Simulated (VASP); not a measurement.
# BaTe in VASP: notebook, part 3 of 3

VASP 6.6.1. Earlier steps stand in the parts before.

### Step 4. Single point, PBE (epitaxial xy strain -2.0%)

File INCAR:

```
SYSTEM = BaTe
PREC = Accurate
ENCUT = 520
EDIFF = 1E-6
ISMEAR = -1
SIGMA = 0.02
LREAL = .FALSE.
LASPH = .TRUE.
NELM = 100
ALGO = Normal
ISIF = 2
LWAVE = .FALSE.
LCHARG = .TRUE.
GGA = PE
LELF = .TRUE.
LVHAR = .TRUE.
NBANDS = 15
```

File KPOINTS:

```
regular mesh
0
G
  6 6 6
  0 0 0
```

File POSCAR:

```
BaTe
1.0
    0.0000000000      3.4617391083      3.5498812151
    3.4617391083      0.0000000000      3.5498812151
    3.4617391083      3.4617391083      0.0000000000
Ba Te
1 1
Direct
    0.0000000000      0.0000000000      0.0000000000
    0.5000000000      0.5000000000      0.5000000000
```

Potentials or basis: VASP PAW PBE potentials, release 64 (Ba_sv, Te).

The run is started by

```
cat potpaw_PBE.64/Ba_sv/POTCAR potpaw_PBE.64/Te/POTCAR > POTCAR
mpirun -np 1 vasp_std > vasp.out
```

OUTCAR:

```text
SYSTEM = BaTe
   PREC = Accurate
   ENCUT = 520
   EDIFF = 1E-6
   ISMEAR = -1
   LREAL = .FALSE.
   LASPH = .TRUE.
   NELM = 100
   ISIF = 2
   GGA = PE

 ion  position               nearest neighbor table
   1  0.000  0.000  0.000-   2 3.46   2 3.46   2 3.46   2 3.46   2 3.55   2 3.55
   2  0.500  0.500  0.500-   1 3.46   1 3.46   1 3.46   1 3.46   1 3.55   1 3.55

  LATTYP: Found a body centered tetragonal cell.
 ALAT       =     4.8956383964
 C/A-ratio  =     1.4502219844

  Lattice vectors:

 A1 = (  -3.4617391083,   0.0000000000,   3.5498812151)
 A2 = (   3.4617391083,   0.0000000000,   3.5498812151)
 A3 = (   0.0000000000,   3.4617391083,  -3.5498812151)

Analysis of symmetry for initial positions (statically):
=====================================================================
 Subroutine PRICEL returns:
 Original cell was already a primitive cell.

 Routine SETGRP: Setting up the symmetry group for a
 body centered tetragonal supercell.

 Subroutine GETGRP returns: Found 16 space group operations
 (whereof 16 operations were pure point group operations)
 out of a pool of 16 trial point group operations.

The static configuration has the point symmetry D_4h.

Analysis of symmetry for dynamics (positions and initial velocities):
=====================================================================
 Subroutine PRICEL returns:
 Original cell was already a primitive cell.

 Routine SETGRP: Setting up the symmetry group for a
 body centered tetragonal supercell.

 Subroutine GETGRP returns: Found 16 space group operations
 (whereof 16 operations were pure point group operations)
 out of a pool of 16 trial point group operations.

The dynamic configuration has the point symmetry D_4h.

 Subroutine INISYM returns: Found 16 space group operations
 (whereof 16 operations are pure point group operations),
 and found     1 'primitive' translations

----------------------------------------------------------------------------------------

                                     Primitive cell

  volume of cell :      85.0810

  direct lattice vectors                    reciprocal lattice vectors
     0.000000000  3.461739108  3.549881215    -0.144436072  0.144436072  0.140849783
     3.461739108  0.000000000  3.549881215     0.144436072 -0.144436072  0.140849783
     3.461739108  3.461739108  0.000000000     0.144436072  0.144436072 -0.140849783

  length of vectors
     4.958356007  4.958356007  4.895638396     0.248117350  0.248117350  0.248117350

  position of ions in fractional coordinates (direct lattice)
     0.000000000  0.000000000  0.000000000
     0.500000000  0.500000000  0.500000000

  ion indices of the primitive-cell ions
   primitive index   ion index
                 1           1
                 2           2

----------------------------------------------------------------------------------------

 KPOINTS: regular mesh

Automatic generation of k-mesh.
 Grid dimensions read from file:
 generate k-points for:    6    6    6

 Generating k-lattice:

  Cartesian coordinates                     Fractional coordinates (reciprocal lattice)
[... 41 lines left out ...]
 [... further k-points ...]
   k-points           NKPTS =     30   k-points in BZ     NKDIM =     30   number of bands    NBANDS=     15
   number of dos      NEDOS =    301   number of ions     NIONS =      2
   total plane-waves  NPLWV =  57600
   dimension x,y,z NGX =    40 NGY =   40 NGZ =   36
   dimension x,y,z NGXF=    80 NGYF=   80 NGZF=   72
   ions per type =               1   1
   NGX,Y,Z   is equivalent  to a cutoff of  13.41, 13.41, 12.22 a.u.
   NGXF,Y,Z  is equivalent  to a cutoff of  26.82, 26.82, 24.45 a.u.
 SYSTEM =  BaTe
   PREC   = accura    normal or accurate (medium, high low for compatibility)
   ISTART =      0    job   : 0-new  1-cont  2-samecut
   ICHARG =      2    charge: 1-file 2-atom 10-const
   ISPIN  =      1    spin polarized calculation?
   LNONCOLLINEAR =      F non collinear calculations
   LSORBIT =      F    spin-orbit coupling
   LASPH  =      T    aspherical Exc in radial PAW
   ENCUT  =  520.0 eV  38.22 Ry    6.18 a.u.   9.22  9.22  9.10*2*pi/ulx,y,z
   NELM   =    100;   NELMIN=  2; NELMDL= -5     # of ELM steps
   EDIFF  = 0.1E-05   stopping-criterion for ELM
   LREAL  =      F    real-space projection
   EDIFFG = 0.1E-04   stopping-criterion for IOM
   NSW    =      0    number of steps for IOM
   IBRION =     -1    ionic relax: 0-MD 1-quasi-New 2-CG
   NFREE  =      0    steps in history (QN), initial steepest desc. (CG)
   ISIF   =      2    stress and relaxation
   ISYM   =      2    0-nonsym 1-usesym 2-fastsym
   POTIM  = 0.5000    time-step for ionic-motion
   TEBEG  =    0.0;   TEEND  =   0.0 temperature during run
   PSTRESS=    0.0 pullay stress
   NELECT =      16.0000    total number of electrons
   NUPDOWN=      -1.0000    fix difference up-down
   EMIN   =  10.00;   EMAX   =-10.00  energy-range for DOS
   EFERMI =   0.00;   METHOD = LEGACY
   ISMEAR =    -1;   SIGMA  =   0.02  broadening in eV -4-tet -1-fermi 0-gaus
   EFERMI_NEDOS =   21; number of points for ismear=-14 and -15
   IALGO  =     38    algorithm
   IMIX   =      4    mixing-type and parameters
     AMIX     =   0.40;   BMIX     =  1.00
     AMIX_MAG =   1.60;   BMIX_MAG =  1.00
  volume/ion in A,a.u.               =      42.54       287.08
  Fermi-wavevector in a.u.,A,eV,Ry     =   0.937931  1.772432 11.969231  0.879714
  Thomas-Fermi vector in A             =   2.065091
   LORBIT       =      0    0 simple, 1 ext, 2 COOP (PROOUT), +10 PAW based schemes
   GGA     = PE    functional components
   LHFCALC =     F    Hartree Fock is set to
   AEXX    =    0.0000 exact exchange contribution
   IVDW    =     0    specifies the selected vdW correction
   LEPSILON=     F    determine dielectric tensor
   LRPA    =     F    only Hartree local field effects (RPA)
 non-spin polarized calculation
  energy-cutoff  :      520.00
  volume of cell :       85.08
 maximum number of plane-waves:      2304
 NGX is ok and might be reduce to    40
   NGX = 19   NGY = 19   NGZ = 19

 number of electron      16.0000000 magnetization

 Free energy of the ion-electron system (eV)
  ---------------------------------------------------
  ext. energy  EPLUGINS =         0.00000000
  ---------------------------------------------------
  free energy    TOTEN  =        -8.60394616 eV

  energy without entropy =       -8.60394616  energy(sigma->0) =       -8.60394616

 E-fermi :   2.8440     XC(G=0):  -8.2763

 val. band max:        2.3501833743   @ k =   0.0000   0.0000   0.0000
 cond. band min:       3.8290764147   @ k =   0.5000   0.5000   0.0000
 fundamental gap:      1.4788930404
 Fermi energy:         2.8440137653

 k-point     1 :       0.0000    0.0000    0.0000
  band No.  band energies     occupation
      1     -24.6708      2.00000
      2      -9.8269      2.00000
      3      -9.8269      2.00000
      4      -9.8242      2.00000
      5      -7.2331      2.00000
      6       2.2851      2.00000
      7       2.3502      2.00000
      8       2.3502      2.00000
      9       5.1439      0.00000
     10       5.2248      0.00000
     11       5.3025      0.00000
     12       5.3025      0.00000
     13       5.8695      0.00000
     14       5.9269      0.00000
[... 401 lines left out ...]
      2     -10.0657      2.00000
      3      -9.9398      2.00000
      4      -9.8955      2.00000
      5      -6.8790      2.00000
      6       1.0267      2.00000
      7       1.4965      2.00000
      8       1.7138      2.00000
      9       4.4194      0.00000
     10       7.1923      0.00000
     11       7.5150      0.00000
     12       7.6824      0.00000
     13       7.8448      0.00000
     14       8.2468      0.00000
     15      10.1157      0.00000

 [... further k-points ...]

------------------------ aborting loop because EDIFF is reached ----------------------------------------

  FORCE on cell =-STRESS in cart. coord.  units (eV):
  Direction    XX          YY          ZZ          XY          YZ          ZX
  --------------------------------------------------------------------------------------
  -------------------------------------------------------------------------------------
  Total        1.1022721      1.1022721      0.1767560      0.0000000      0.0000000     -0.0000000
  in kB       20.7571118     20.7571118      3.3285287      0.0000000      0.0000000     -0.0000000
  external PRESSURE =      14.9475841 kB  Pullay stress =       0.0000000 kB

 VOLUME and BASIS-vectors are now :
 -----------------------------------------------------------------------------
  energy-cutoff  :      520.00
  volume of cell :       85.08
      direct lattice vectors                 reciprocal lattice vectors
     0.000000000  3.461739108  3.549881215    -0.144436072  0.144436072  0.140849783
     3.461739108  0.000000000  3.549881215     0.144436072 -0.144436072  0.140849783
     3.461739108  3.461739108  0.000000000     0.144436072  0.144436072 -0.140849783

 POSITION                                       TOTAL-FORCE (eV/Angst)
 -----------------------------------------------------------------------------------
      0.00000      0.00000      0.00000         0.000000     -0.000000     -0.000000
      3.46174      3.46174      3.54988        -0.000000      0.000000      0.000000
 -----------------------------------------------------------------------------------
    total drift:                                0.000000     -0.000000     -0.000000

  FREE ENERGIE OF THE ION-ELECTRON SYSTEM (eV)
  ---------------------------------------------------
  free  energy   TOTEN  =        -8.6039461569 eV

  energy  without entropy=       -8.6039461569  energy(sigma->0) =       -8.60394616
```

stdout:

```text
POSCAR found type information on POSCAR BaTe
 POSCAR found :  2 types and       2 ions
 scaLAPACK will be used
 LDA part: xc-table for (Slater+PW92), standard interpolation
 POSCAR, INCAR and KPOINTS ok, starting setup
 FFT: planning ... GRIDC
 FFT: planning ... GRID_SOFT
 FFT: planning ... GRID
 WAVECAR not read
 entering main loop
```

Wall time 30 s (1 thread of Intel Xeon Platinum 8375C at 2.90GHz (Ice Lake), shared host); peak memory 0.24 GiB.

Results:

```
Free energy            : -8.6039 eV
Pressure               : 1.5 GPa
Band gap on the k mesh : 1.48 eV, indirect (least direct gap 1.84 eV)
```

Stress tensor (GPa, compression positive):
```
2.08 0.00 0.00
0.00 2.08 0.00
0.00 0.00 0.33
```

Levels at points of the mesh, in eV from the valence-band top:
```csv
k point,band 4,band 5,band 6,band 7,band 8,band 9,band 10,band 11,band 12,band 13
"(0.00, 0.00, 0.00)",-12.17,-9.58,-0.07,0.00,0.00,2.79,2.87,2.95,2.95,3.52
"(0.50, 0.00, 0.00)",-12.18,-8.82,-2.28,-1.17,-1.17,4.18,4.75,4.85,4.92,6.87
"(0.50, 0.50, 0.00)",-12.26,-9.38,-1.23,-0.36,-0.36,1.48,4.39,4.68,5.56,5.75
"(0.50, 0.00, 0.50)",-12.26,-9.37,-1.12,-0.45,-0.40,1.48,4.39,4.70,5.63,5.65
```

Caveat: the cell differs from its parent crystal (epitaxial xy strain -2.0%); spin-orbit coupling is left out, which moves the levels of the heavy elements. A k mesh can miss the band edges.

### Step 5. Overview

```tsv
level	cell	smearing	gap on the mesh (eV)	pressure (GPa)
PBE	a = 5.245 Å, angles 60.0°, 2 atoms	fermi-dirac 0.02 eV	1.82	-2.9
r2SCAN	a = 4.996 Å, angles 60.0°, 2 atoms	gaussian 0.01 eV	1.93	0.3
PBE	a = 4.958, b = 4.958, c = 4.896 Å, angles 60.4, 60.4, 59.2°, 2 atoms	fermi-dirac 0.02 eV	1.48	1.5
```

Alike in all rows: task single point; potentials or basis VASP PAW PBE potentials, release 64 (Ba_sv, Te); no spin polarisation; k mesh 6 × 6 × 6; cutoff (eV) 520.

Caveats: spin-orbit coupling is left out, which moves the levels of the heavy elements; the PAW data sets were made with another functional, which shifts forces and pressure a little (some runs).

Absolute energies hang on the potentials; compare differences alone.
